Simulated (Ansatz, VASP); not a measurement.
One calculation of BP, two programs

File INCAR:

```
SYSTEM = BP
PREC     = Accurate       ! precision mode
ENCUT    = 500            ! plane-wave cutoff, eV
EDIFF    = 1E-6           ! SCF threshold, eV
ISMEAR   = -1             ! smearing method
SIGMA    = 0.02           ! smearing width, eV
LREAL    = .FALSE.        ! projectors in reciprocal space
LASPH    = .TRUE.         ! aspherical terms in the spheres
NELM     = 120            ! most SCF steps
ALGO     = Normal         ! electronic algorithm
ISIF     = 2              ! what is computed and relaxed
LWAVE    = .FALSE.        ! write WAVECAR
LCHARG   = .FALSE.        ! write CHGCAR
GGA      = PS             ! functional
NBANDS   = 11             ! bands
GGA_COMPAT= .FALSE.
```

Contents of KPOINTS:

```
regular mesh
0
G
  5 5 5
  0 0 0
```

File POSCAR:

```
BP
1.0
    2.7080526412      0.0000000000      0.0000000000
    0.0000000000      2.7080526412      0.0000000000
    0.0000000000      0.0000000000      2.7080526412
B P
1 1
Direct
    0.0000000000      0.0000000000      0.0000000000
    0.5000000000      0.5000000000      0.5000000000
```

Input for Ansatz:

```yaml
crystal:
  lattice:
    - [2.7080526412, 0.0, 0.0]
    - [0.0, 2.7080526412, 0.0]
    - [0.0, 0.0, 2.7080526412]
  atoms:
    - { symbol: B, position: [0.0, 0.0, 0.0] }
    - { symbol: P, position: [0.5, 0.5, 0.5] }
kpoints:
  mp_grid: { grid: [5, 5, 5] }
hamiltonian:
  xc: pbesol
scf:
  occupations: { method: fermi_dirac, width: 0.02 }
  n_extra_bands: 4
output:
  forces: true
  stress: true
  eigenvalues: true
```

Alike in both runs: task single point; functional PBEsol; k mesh 5 × 5 × 5; occupations fermi-dirac, width 0.02 eV; no spin polarisation.

|  | VASP | Ansatz |
| --- | --- | --- |
| version | VASP 6.6.1 | Ansatz 0.2.0 |
| potentials or method | VASP PAW PBE potentials, release 64 (B, P) | plane waves |
| plane-wave cutoff (eV) | 500 | 420 |
| valence electrons in the cell | 8 | 8 |

VASP gave:

| Property | Result |
| --- | --- |
| pressure (GPa) | -2.6 |

Problem. What did Ansatz give for the same quantities?

Solution. Pressure (GPa): -2.8.

VASP's potentials were made for PBE, not for PBEsol. With one functional, cell and mesh, what is left measures potentials, basis and numerics.

The k mesh is coarse, so the values compare programs but aren't converged.
